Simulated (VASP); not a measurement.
A run of VASP 6.6.1 is set up as follows.

POSCAR

```
Ag
1.0
    0.0000000000      2.0519023311      2.0519023311
    2.0519023311      0.0000000000      2.0519023311
    2.0519023311      2.0519023311      0.0000000000
Ag
1
Direct
    0.0000000000      0.0000000000      0.0000000000
```

INCAR.step1

```
  PREC = Accurate
  ENCUT = 520
  ISMEAR = 1
  SIGMA = 0.3
  LREAL = F
  LASPH = T
  NELM = 60
  NBANDS = 12
  GGA = PE
  ALGO = Normal
  EDIFF = 1E-4
  LWAVE = T
  LCHARG = F
```

The input INCAR.step2:

```
  PREC = Accurate
  ENCUT = 520
  EDIFF = 1E-6
  ISMEAR = 1
  SIGMA = 0.3
  LREAL = F
  LASPH = T
  NELM = 60
  ALGO = Normal
  ISIF = 2
  LWAVE = F
  LCHARG = F
  METAGGA = R2SCAN
  LMIXTAU = T
  NBANDS = 12
  ISTART = 1
```

File KPOINTS:

```
regular mesh
0
Gamma
  13 13 13
```

Potentials or basis: VASP PAW PBE potentials, release 64 (Ag).

The run is started by

```sh
$ cat potpaw_PBE.64/Ag/POTCAR > POTCAR
$ cp INCAR.step1 INCAR
$ mpirun -np 1 vasp_std > vasp.out
$ cp INCAR.step2 INCAR
$ mpirun -np 1 vasp_std > vasp.out
```

Problem. Estimate the pressure.

Solution. 0.1 GPa.

Caveat: the PAW data sets were made with another functional, which shifts forces and pressure a little.
